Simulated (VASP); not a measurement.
# CdTe in VASP: single point with PBEsol

Aim: the single point of CdTe with PBEsol.

Program: VASP 6.6.1. These are calculated values, not measurements. Logs are shortened: lines on timing, memory, paths and dates and some standing lists are left out, and cuts for length are marked.

## Step 1: The cell of the first run

The cell holds a slab with vacuum, 14 atoms: a = 6.491 Å, b = 4.590 Å, c = 29.769 Å, α = 90.00°, β = 90.00°, γ = 90.00°.

## Step 2: Single point, PBEsol

Contents of INCAR:

```
SYSTEM = CdTe
  ALGO = Normal
  DIPOL = 0.5 0.5 0.500
  EDIFF = 1E-6
  ENCUT = 400
  GGA = PS
  GGA_COMPAT = .FALSE.
  IDIPOL = 3
  ISIF = 2
  ISMEAR = 0
  LASPH = .TRUE.
  LCHARG = .FALSE.
  LDIPOL = .TRUE.
  LREAL = .FALSE.
  LWAVE = .FALSE.
  NBANDS = 76
  NELM = 120
  NELMDL = -8
  PREC = Accurate
  SIGMA = 0.05
```

Contents of KPOINTS:

```
k-points
0
G
  4 6 1
  0 0 0
```

Contents of POSCAR:

```
CdTe
1.0
    6.4905390880      0.0000000000      0.0000000000
    0.0000000000      4.5895042030      0.0000000000
    0.0000000000      0.0000000000     29.7685126090
Cd Te
7 7
Direct
    0.5605956003      0.5000000000      0.2887870269
   -0.0188173202      0.0000000000      0.3416547401
    0.4893142455      0.5000000000      0.4240462697
   -0.0148513439      0.0000000000      0.5000001353
    0.4893140589      0.5000000000      0.5759540818
   -0.0188192393      0.0000000000      0.6583458437
    0.5605926222      0.5000000000      0.7112130561
    0.7596365874      0.0000000000      0.2614751442
    0.2328396427      0.5000000000      0.3476142338
    0.7409196221      0.0000000000      0.4218271514
    0.2358854267      0.5000000000      0.4999998753
    0.7409192119      0.0000000000      0.5781724292
    0.2328374370      0.5000000000      0.6523852422
    0.7596334486      0.0000000000      0.7385247705
```

Potentials or basis: VASP PAW PBE potentials, release 64 (Cd, Te).

Command:

```bash
> cat potpaw_PBE.64/Cd/POTCAR potpaw_PBE.64/Te/POTCAR > POTCAR
> mpirun -np 1 vasp_std > vasp.out
```

OUTCAR:

```text
SYSTEM = CdTe
   EDIFF = 1E-6
   ENCUT = 400
   GGA = PS
   ISIF = 2
   ISMEAR = 0
   LASPH = .TRUE.
   LREAL = .FALSE.
   NELM = 120
   NELMDL = -8
   PREC = Accurate

 ion  position               nearest neighbor table
   1  0.561  0.500  0.289-   9 2.76   8 2.76   8 2.76
   2  0.981  0.000  0.342-   8 2.79   9 2.82   9 2.82  10 2.85
   3  0.489  0.500  0.424-  11 2.80  10 2.82  10 2.82   9 2.82
   4  0.985  0.000  0.500-  11 2.81  11 2.81  12 2.82  10 2.82
   5  0.489  0.500  0.576-  11 2.80  12 2.82  12 2.82  13 2.82
   6  0.981  0.000  0.658-  14 2.79  13 2.82  13 2.82  12 2.85
   7  0.561  0.500  0.711-  13 2.76  14 2.76  14 2.76
   8  0.760  0.000  0.261-   1 2.76   1 2.76   2 2.79
   9  0.233  0.500  0.348-   1 2.76   3 2.82   2 2.82   2 2.82
  10  0.741  0.000  0.422-   4 2.82   3 2.82   3 2.82   2 2.85
  11  0.236  0.500  0.500-   3 2.80   5 2.80   4 2.81   4 2.81
  12  0.741  0.000  0.578-   4 2.82   5 2.82   5 2.82   6 2.85
  13  0.233  0.500  0.652-   7 2.76   5 2.82   6 2.82   6 2.82
  14  0.760  0.000  0.739-   7 2.76   7 2.76   6 2.79

  LATTYP: Found a simple orthorhombic cell.
 ALAT       =     4.5895042030
 B/A-ratio  =     1.4142135623
 C/A-ratio  =     6.4862153497

  Lattice vectors:

 A1 = (   0.0000000000,  -4.5895042030,   0.0000000000)
 A2 = (   6.4905390880,   0.0000000000,   0.0000000000)
 A3 = (   0.0000000000,   0.0000000000,  29.7685126090)

Analysis of symmetry for initial positions (statically):
=====================================================================
 Subroutine PRICEL returns:
 Original cell was already a primitive cell.

 Routine SETGRP: Setting up the symmetry group for a
 simple orthorhombic supercell.

 Subroutine GETGRP returns: Found  4 space group operations
 (whereof  4 operations were pure point group operations)
 out of a pool of  8 trial point group operations.

The static configuration has the point symmetry C_2v.

Analysis of symmetry for dynamics (positions and initial velocities):
=====================================================================
 Subroutine PRICEL returns:
 Original cell was already a primitive cell.

 Routine SETGRP: Setting up the symmetry group for a
 simple orthorhombic supercell.

 Subroutine GETGRP returns: Found  4 space group operations
 (whereof  4 operations were pure point group operations)
[... 130 lines left out ...]
   IALGO  =     38    algorithm
   IMIX   =      4    mixing-type and parameters
     AMIX     =   0.40;   BMIX     =  1.00
     AMIX_MAG =   1.60;   BMIX_MAG =  1.00
  volume/ion in A,a.u.               =      63.34       427.44
  Fermi-wavevector in a.u.,A,eV,Ry     =   0.854274  1.614344  9.929312  0.729784
  Thomas-Fermi vector in A             =   1.970845
   LORBIT       =      0    0 simple, 1 ext, 2 COOP (PROOUT), +10 PAW based schemes
   GGA     = PS    functional components
   LHFCALC =     F    Hartree Fock is set to
   AEXX    =    0.0000 exact exchange contribution
   IVDW    =     0    specifies the selected vdW correction
   LEPSILON=     F    determine dielectric tensor
   LRPA    =     F    only Hartree local field effects (RPA)
 non-spin polarized calculation
 Gauss-broadening in eV      SIGMA  =   0.05
  energy-cutoff  :      400.00
  volume of cell :      886.76
 maximum number of plane-waves:     16156
   NGX = 21   NGY = 15   NGZ = 97

 number of electron     125.9999987 magnetization

 dipolmoment           0.000000      0.000000      0.000031 electrons x Angstroem

 Free energy of the ion-electron system (eV)
  ---------------------------------------------------
  ext. energy  EPLUGINS =         0.00000000
  ---------------------------------------------------
  free energy    TOTEN  =       -37.39947096 eV

  energy without entropy =      -37.39947096  energy(sigma->0) =      -37.39947096

 E-fermi :  -1.0101     XC(G=0):  -5.1135

 val. band max:       -1.2461412868   @ k =   0.0000   0.0000   0.0000
 cond. band min:      -0.1103911593   @ k =   0.0000   0.0000   0.0000
 fundamental gap:      1.1357501275
 Fermi energy:        -1.0100507244

 k-point     1 :       0.0000    0.0000    0.0000
  band No.  band energies     occupation
      1     -12.3719      2.00000
      2     -12.2688      2.00000
      3     -12.1120      2.00000
      4     -11.9347      2.00000
      5     -11.8827      2.00000
      6     -11.7404      2.00000
[... 925 lines left out ...]
     74       3.3256      0.00000
     75       3.5437      0.00000
 [bands above 75 left out]

------------------------ aborting loop because EDIFF is reached ----------------------------------------

 vacuum level on the upper side and lower side of the slab       (xc-potential included)        -0.166        -0.167

  FORCE on cell =-STRESS in cart. coord.  units (eV):
  Direction    XX          YY          ZZ          XY          YZ          ZX
  --------------------------------------------------------------------------------------
  -------------------------------------------------------------------------------------
  Total       -0.9771102     -1.6941307     -0.4754924      0.0000000      0.0000000      0.0000000
  in kB       -1.7654298     -3.0609329     -0.8591134      0.0000000      0.0000000      0.0000000
  external PRESSURE =      -1.8951587 kB  Pullay stress =       0.0000000 kB

 VOLUME and BASIS-vectors are now :
 -----------------------------------------------------------------------------
  energy-cutoff  :      400.00
  volume of cell :      886.76
      direct lattice vectors                 reciprocal lattice vectors
     6.490539088  0.000000000  0.000000000     0.154070407  0.000000000  0.000000000
     0.000000000  4.589504203  0.000000000     0.000000000  0.217888459  0.000000000
     0.000000000  0.000000000 29.768512609     0.000000000  0.000000000  0.033592542

 POSITION                                       TOTAL-FORCE (eV/Angst)
 -----------------------------------------------------------------------------------
      3.63857      2.29475      8.59676        -0.001269      0.000000     -0.003407
      6.36840      0.00000     10.17055        -0.006496      0.000000      0.020032
      3.17591      2.29475     12.62323         0.005064     -0.000000      0.001573
      6.39415      0.00000     14.88426         0.002640      0.000000      0.000000
      3.17591      2.29475     17.14530         0.005064     -0.000000     -0.001573
      6.36839      0.00000     19.59798        -0.006496      0.000000     -0.020032
      3.63855      2.29475     21.17175        -0.001269      0.000000      0.003407
      4.93045      0.00000      7.78373         0.007767      0.000000     -0.036358
      1.51125      2.29475     10.34796        -0.006870      0.000000     -0.000074
      4.80897      0.00000     12.55717         0.001827      0.000000     -0.015496
      1.53102      2.29475     14.88425        -0.002686      0.000000      0.000000
      4.80897      0.00000     17.21133         0.001827      0.000000      0.015496
      1.51124      2.29475     19.42054        -0.006870      0.000000      0.000074
      4.93043      0.00000     21.98478         0.007767      0.000000      0.036358
 -----------------------------------------------------------------------------------
    total drift:                                0.003836     -0.000000     -0.002574

  FREE ENERGIE OF THE ION-ELECTRON SYSTEM (eV)
  ---------------------------------------------------
  free  energy   TOTEN  =       -37.3994709572 eV

  energy  without entropy=      -37.3994709572  energy(sigma->0) =      -37.39947096

 vacuum level on the upper side and lower side of the slab         3.848         3.848
```

stdout:

```text
POSCAR found type information on POSCAR CdTe
 POSCAR found :  2 types and      14 ions
 scaLAPACK will be used
 -----------------------------------------------------------------------------
|                                                                             |
|                                                                             |
|     You enforced a specific xc type in the INCAR file but a different       |
|     I HOPE YOU KNOW WHAT YOU ARE DOING!                                     |
|                                                                             |
 -----------------------------------------------------------------------------

 LDA part: xc-table for (Slater+PW92), standard interpolation
 POSCAR, INCAR and KPOINTS ok, starting setup
 FFT: planning ... GRIDC
 FFT: planning ... GRID_SOFT
 FFT: planning ... GRID
 WAVECAR not read
 entering main loop
```

Wall time 34 min (1 thread of Intel Xeon 8259CL, shared host); peak memory 0.79 GiB.

Results:

```yaml
Free_energy: -37.3995 eV
Largest_force: 0.037 eV/Å
Band_gap_on_the_k_mesh: 1.14 eV
```

Forces on the atoms (eV/Å):
```
Cd  -0.001  0.000 -0.003
Cd  -0.006  0.000  0.020
Cd   0.005  0.000  0.002
Cd   0.003  0.000  0.000
Cd   0.005  0.000 -0.002
Cd  -0.006  0.000 -0.020
Cd  -0.001  0.000  0.003
Te   0.008  0.000 -0.036
Te  -0.007  0.000  0.000
Te   0.002  0.000 -0.015
Te  -0.003  0.000  0.000
Te   0.002  0.000  0.015
Te  -0.007  0.000  0.000
Te   0.008  0.000  0.036
```

Levels at points of the mesh, in eV from the valence-band top:
```
           k point  band 61  band 62  band 63  band 64  band 65  band 66
(0.00, 0.00, 0.00)    -0.18    -0.10     0.00     1.14     1.85     2.32
(0.50, 0.00, 0.00)    -0.70    -0.68    -0.61     1.84     1.89     2.22
(0.00, 0.50, 0.00)    -1.04    -0.98    -0.82     2.02     2.22     2.67
(0.50, 0.50, 0.00)    -0.92    -0.70    -0.66     1.95     2.19     2.56
```

Caveat: the PAW data sets were made with another functional, which shifts forces and pressure a little; spin-orbit coupling is left out, which moves the levels of the heavy elements.
